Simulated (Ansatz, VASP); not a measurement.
# One calculation of Ca, two programs

The input INCAR:

```
SYSTEM = Ca
ALGO = Normal ; EDIFF = 1E-7
ENCUT = 520 ; ISIF = 2
ISMEAR = -1 ; LASPH = .True.
LCHARG = .True. ; LELF = .True.
LREAL = .False. ; LVHAR = .True.
LWAVE = .False. ; NBANDS = 22
NELM = 80 ; PREC = Accurate
SIGMA = 0.1
```

Contents of KPOINTS:

```
k-points
0
Gamma
  7 7 10
  0 0 0
```

File POSCAR:

```
Ca
1.0
    6.3008548060      0.0000000000      0.0000000000
   -3.1504274030      5.4567003276      0.0000000000
    0.0000000000      0.0000000000      3.7580217427
Ca
3
Direct
    0.0000000000      1.0000000000      0.0000000000
    0.3333333333      0.6666666667      0.5000000000
    0.6666666667      0.3333333333      0.5000000000
```

Input for Ansatz:

```yaml
crystal:
  lattice:
    - [6.300854806, 0.0, 0.0]
    - [-3.150427403, 5.4567003276, 0.0]
    - [0.0, 0.0, 3.7580217427]
  atoms:
    - { symbol: Ca, position: [0.0, 1.0, 0.0] }
    - { symbol: Ca, position: [0.3333333333, 0.6666666667, 0.5] }
    - { symbol: Ca, position: [0.6666666667, 0.3333333333, 0.5] }
hamiltonian:
  xc: lda
  pseudopotentials:
    kind: paw
    azcp:
      Ca: "pseudopotentials/Ca.paw.azcp"
basis:
  ecutwfc: 420
  fft_grid_basis: typed
kpoints:
  mp_grid: { grid: [7, 7, 10], shift: [0, 0, 0] }
magnetization:
  spin_polarized: false
scf:
  occupations: { method: fermi_dirac, width: 0.1 }
  lower_state_search: "off"
output:
  stress: true
  write_density: true
  write_potential: true
  elf: true
  volumetric_format: npy
```

Alike in both runs: task single point; functional LDA; k mesh 7 × 7 × 10; occupations fermi-dirac, width 0.1 eV; no spin polarisation.

```csv
,VASP,Ansatz
version,VASP 6.6.1,Ansatz 0.2.0
potentials or method,"VASP PAW LDA potentials, release 64 (Ca_sv), cutoff 520 eV","plane waves (420 eV) with PAW, scalar-relativistic"
valence electrons in the cell,30,30
```

|  | VASP | Ansatz | Ansatz less VASP |
| --- | --- | --- | --- |
| pressure (GPa) | -1.8 | -1.8 | 0.00 |
| traceless stress, the component that is largest in VASP (GPa) | 0.10 | 0.10 | +0.002 |

Ansatz warns that its potentials were made for another functional, while VASP's fit it. LDA's correlation is that of Perdew and Zunger in VASP and of Perdew and Wang (1992) in Ansatz.
